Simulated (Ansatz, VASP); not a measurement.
## One calculation of TiSe2, two programs

File INCAR:

```
SYSTEM = TiSe2
PREC     = Accurate       ! precision mode
ENCUT    = 500            ! plane-wave cutoff, eV
EDIFF    = 1E-6           ! SCF threshold, eV
ISMEAR   = -1             ! smearing method
SIGMA    = 0.02           ! smearing width, eV
LREAL    = .False.        ! projectors in reciprocal space
LASPH    = .True.         ! aspherical terms in the spheres
NELM     = 200            ! most SCF steps
ALGO     = Normal         ! electronic algorithm
ISIF     = 2              ! what is computed and relaxed
LWAVE    = .False.        ! write WAVECAR
LCHARG   = .True.         ! write CHGCAR
LNONCOLLINEAR= .True.         ! non-collinear magnetism
MAGMOM   = 0 0 0 0 0 0 0 0 0 ! initial moments
LORBIT   = 11             ! projections on sites
LSORBIT  = .True.         ! spin-orbit coupling
GGA_COMPAT= .False.      
LORBMOM  = .True.       
LMAXMIX  = 4              ! l up to which the mixer works
GGA      = PE             ! functional
LVHAR    = .True.       
NBANDS   = 37             ! bands
```

Contents of KPOINTS:

```
regular mesh
0
Gamma
  12 12 4
  0 0 0
```

File POSCAR:

```
TiSe2
1.0
    3.5407886259      0.0000000000      0.0000000000
   -1.7703943130      3.0664128995      0.0000000000
    0.0000000000      0.0000000000      6.0906296643
Ti Se
1 2
Direct
    0.0000000000      0.0000000000      0.0000000000
    0.3333333333      0.6666666667      0.2499867423
    0.6666666667      0.3333333333      0.7500132577
```

Input for Ansatz:

```yaml
crystal:
  lattice:
    - [3.5407886259, 0.0, 0.0]
    - [-1.770394313, 3.0664128995, 0.0]
    - [0.0, 0.0, 6.0906296643]
  atoms:
    - { symbol: Ti, position: [0.0, 0.0, 0.0] }
    - { symbol: Se, position: [0.3333333333, 0.6666666667, 0.2499867423] }
    - { symbol: Se, position: [0.6666666667, 0.3333333333, 0.7500132577] }
kpoints:
  mp_grid: { grid: [12, 12, 4] }
  band_path:
    path:
      - [0.0, 0.0, 0.0]
      - [0.5, 0.0, 0.0]
      - [0.3333333333, 0.3333333333, 0.0]
      - [0.0, 0.0, 0.5]
      - [0.5, 0.0, 0.5]
      - [0.3333333333, 0.3333333333, 0.5]
      - [0.0, 0.0, 0.05]
    npoints: 1
hamiltonian:
  xc: pbe
scf:
  occupations: { method: fermi_dirac, width: 0.02 }
  n_extra_bands: 8
magnetization:
  noncollinear: true
  spin_orbit: true
output:
  forces: true
  stress: true
  eigenvalues: true
  write_density: true
  write_potential: true
  elf: true
  volumetric_format: npy
```

Alike in both runs: task single point; functional PBE; k mesh 12 × 12 × 4; occupations fermi-dirac, width 0.02 eV; non-collinear spin, spin-orbit coupling.

```csv
,VASP,Ansatz
version,VASP 6.6.1,Ansatz 0.2.0
potentials or method,"VASP PAW PBE potentials, release 64 (Ti_sv, Se)","plane waves, PAW"
plane-wave cutoff (eV),500,420
valence electrons in the cell,24,44
```

Ansatz gave:

- pressure (GPa): 1.6
- traceless stress, the component that is largest in VASP (GPa): 0.81
- rms of the force components (eV/Å): 0.086
- net moment per atom (μB): 0.00

Problem. Which values does VASP return?

Solution. Pressure (GPa): 1.7; traceless stress, the component that is largest in VASP (GPa): 0.81; rms of the force components (eV/Å): 0.095; net moment per atom (μB): 0.00.

Atom by atom the forces differ by 0.009 eV/Å (rms over components). VASP's potentials hold 24 valence electrons a cell and Ansatz's 44, so a difference there can come from the potentials and not from the codes.
